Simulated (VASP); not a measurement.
Here is a VASP 6.6.1 calculation.

INCAR

```
SYSTEM = FeGe
PREC = Accurate ; ENCUT = 600
EDIFF = 1E-6 ; ISMEAR = -1
SIGMA = 0.08 ; LREAL = .False.
LASPH = .True. ; NELM = 150
ALGO = Normal ; ISIF = 3
LWAVE = .False. ; LCHARG = .False.
ISPIN = 2 ; MAGMOM = 2.5 0
LORBIT = 11 ; LMAXMIX = 4
GGA = PS ; IBRION = 2
NSW = 60 ; EDIFFG = -0.005
PSTRESS = 170.0
```

KPOINTS

```
Automatic mesh
0
Gamma
  14 14 14
  0 0 0
```

POSCAR

```
FeGe
1.0
    0.0000000000      2.3145386385      2.3145386385
    2.3145386385      0.0000000000      2.3145386385
    2.3145386385      2.3145386385      0.0000000000
Fe Ge
1 1
Direct
    0.0000000000      0.0000000000      0.0000000000
    0.5000000000      0.5000000000      0.5000000000
```

Potentials or basis: VASP PAW PBE potentials, release 64 (Fe, Ge_d).

Command:

```console
$ cat potpaw_PBE.64/Fe/POTCAR potpaw_PBE.64/Ge_d/POTCAR > POTCAR
$ mpirun -np 1 vasp_std > vasp.out
```

(1) Predict the relaxed volume.

(2) What does it give for the relaxed cell?

## Answers

(1) 12.42 Å³/atom.

(2) a = 3.275 Å, b = 3.275 Å, c = 3.275 Å, α = 60.00°, β = 60.00°, γ = 60.00°.

Caveat: the cell is relaxed towards a set pressure, so the run minimises the enthalpy, not the energy; the PAW data sets were made with another functional, which shifts forces and pressure a little.
